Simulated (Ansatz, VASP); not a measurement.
**One calculation of BaS, two programs**

```
CELL_PARAMETERS angstrom
4.44219 0.00000 0.00000
-2.22110 3.84705 0.00000
0.00000 0.00000 7.78946
ATOMIC_POSITIONS crystal
Ba 0.00000 0.00000 0.00000
Ba 0.00000 0.00000 0.50000
S 0.33333 0.66667 0.25000
S 0.66667 0.33333 0.75000
```

Alike in both runs: task single point; functional PBE; k mesh 6 × 6 × 4; no spin polarisation.

|  | VASP | Ansatz |
| --- | --- | --- |
| version | VASP 6.6.1 | Ansatz 0.2.0 |
| potentials or method | VASP PAW PBE potentials, release 64 (Ba_sv, S) | plane waves, PAW |
| plane-wave cutoff (eV) | 520 | 420 |
| occupations | gaussian, width 0.01 eV | fixed |
| valence electrons in the cell | 32 | 32 |

|  | VASP | Ansatz | Ansatz less VASP |
| --- | --- | --- | --- |
| gap on the k mesh at the Fermi level (eV) | 2.32 | 2.42 | +0.102 |
| pressure (GPa) | 0.8 | 0.1 | -0.61 |
| traceless stress, the component that is largest in VASP (GPa) | 0.17 | 0.07 | -0.103 |

Neither program's run includes spin-orbit coupling.
